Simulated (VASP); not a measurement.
A run of VASP 6.6.1 is set up as follows.

The input POSCAR:

```
Fe
1.0
    2.5249375250      0.0000000000      0.0000000000
   -1.2624687625      2.1866600396      0.0000000000
    0.0000000000      0.0000000000      4.4095677250
Fe
2
Direct
    0.3333333333      0.6666666667      0.2500000000
    0.6666666667      0.3333333333      0.7500000000
```

File INCAR.step1:

```
SYSTEM = Fe
ALGO = Normal ; EDIFF = 1E-4
ENCUT = 520 ; GGA = PE
ISMEAR = 0 ; ISPIN = 2
LASPH = .TRUE. ; LCHARG = .FALSE.
LMAXMIX = 4 ; LREAL = .FALSE.
LWAVE = .TRUE. ; MAGMOM = 3.94 3.94
NBANDS = 19 ; NELM = 150
PREC = Accurate ; SIGMA = 0.1
```

The input INCAR.step2:

```
SYSTEM = Fe
ALGO = Normal ; EDIFF = 1E-7
ENCUT = 520 ; ISIF = 2
ISMEAR = 0 ; ISPIN = 2
ISTART = 1 ; LASPH = .TRUE.
LCHARG = .FALSE. ; LMAXMIX = 4
LMIXTAU = .TRUE. ; LORBIT = 11
LREAL = .FALSE. ; LWAVE = .FALSE.
MAGMOM = 3.94 3.94 ; METAGGA = R2SCAN
NBANDS = 19 ; NELM = 150
PREC = Accurate ; SIGMA = 0.1
```

KPOINTS

```
k-points
0
G
  6 6 4
  0 0 0
```

Potentials or basis: VASP PAW PBE potentials, release 64 (Fe).

Run with:

```console
$ cat potpaw_PBE.64/Fe/POTCAR > POTCAR
$ cp INCAR.step1 INCAR
$ mpirun -np 1 vasp_std > vasp.out
$ cp INCAR.step2 INCAR
$ mpirun -np 1 vasp_std > vasp.out
```

Question: Estimate the site moments.

Answer: Fe +2.81 μB.

Question: Estimate the net moment.

Answer: 5.53 μB per cell.

Question: What does it give for the pressure?

Answer: -0.4 GPa.

Stress tensor (GPa, compression positive):
```
-0.57  0.00  0.00
 0.00 -0.57  0.00
 0.00  0.00 -0.05
```

Caveat: the k points lie up to 0.48 Å⁻¹ apart; the PAW data sets were made with another functional, which shifts forces and pressure a little.
